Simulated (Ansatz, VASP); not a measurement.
B3N: VASP beside Ansatz

The input INCAR:

```
ALGO = Normal
EDIFF = 1E-6
ENCUT = 520
GGA = PE
ISIF = 2
ISMEAR = 0
ISPIN = 2
LASPH = True
LCHARG = False
LORBIT = 11
LREAL = False
LWAVE = False
MAGMOM = 0 0 0 0 0 0 1 1
NBANDS = 28
NELM = 150
PREC = Accurate
SIGMA = 0.1
```

KPOINTS

```
k-points
0
Gamma
  6 6 6
```

POSCAR

```
B3N
1.0
    2.0670411900      1.1934067875      3.8379311225
   -2.0670411900      1.1934067875      3.8379311225
    0.0000000000     -2.3868135750      3.8379311225
B N
6 2
Direct
    0.0820000000      0.4153000000      0.7487000000
    0.7487000000      0.0820000000      0.4153000000
    0.4153000000      0.7487000000      0.0820000000
    0.9180000000      0.5847000000      0.2513000000
    0.2513000000      0.9180000000      0.5847000000
    0.5847000000      0.2513000000      0.9180000000
    0.3333000000      0.3333000000      0.3333000000
    0.6667000000      0.6667000000      0.6667000000
```

Input for Ansatz:

```yaml
crystal:
  lattice:
    - [2.06704119, 1.1934067875, 3.8379311225]
    - [-2.06704119, 1.1934067875, 3.8379311225]
    - [0.0, -2.386813575, 3.8379311225]
  atoms:
    - { symbol: B, position: [0.082, 0.4153, 0.7487] }
    - { symbol: B, position: [0.7487, 0.082, 0.4153] }
    - { symbol: B, position: [0.4153, 0.7487, 0.082] }
    - { symbol: B, position: [0.918, 0.5847, 0.2513] }
    - { symbol: B, position: [0.2513, 0.918, 0.5847] }
    - { symbol: B, position: [0.5847, 0.2513, 0.918] }
    - { symbol: "N", position: [0.3333, 0.3333, 0.3333], spin: 1.0 }
    - { symbol: "N", position: [0.6667, 0.6667, 0.6667], spin: 1.0 }
basis:
  ecutwfc: 420
kpoints:
  mp_grid: { grid: [6, 6, 6] }
hamiltonian:
  xc: pbe
scf:
  occupations: { method: gaussian, width: 0.1 }
  lower_state_search: "off"
output:
  forces: true
  stress: true
  eigenvalues: true
  populations: true
magnetization:
  spin_polarized: true
```

Alike in both runs: task single point; functional PBE; k mesh 6 × 6 × 6; occupations gaussian, width 0.1 eV; collinear spin.

|  | VASP | Ansatz |
| --- | --- | --- |
| version | VASP 6.6.1 | Ansatz 0.2.0 |
| potentials or method | VASP PAW PBE potentials, release 64 (B, N), cutoff 520 eV | scalar-relativistic, plane waves, PAW |
| valence electrons in the cell | 28 | 28 |

```csv
,VASP,Ansatz,Ansatz less VASP
gap on the k mesh at the Fermi level (eV),none,none,-
pressure (GPa),-9.6,-9.6,+0.09
"traceless stress, the component that is largest in VASP (GPa)",-15.32,-15.29,+0.029
rms of the force components (eV/Å),2.130,2.126,-0.0037
net moment per atom (μB),0.00,0.00,0.000
```

Atom by atom the forces differ by 0.004 eV/Å (rms over components). A gap of «none» marks a metal or a gap that the smearing closes. Ansatz's warnings: seeded moment not kept.
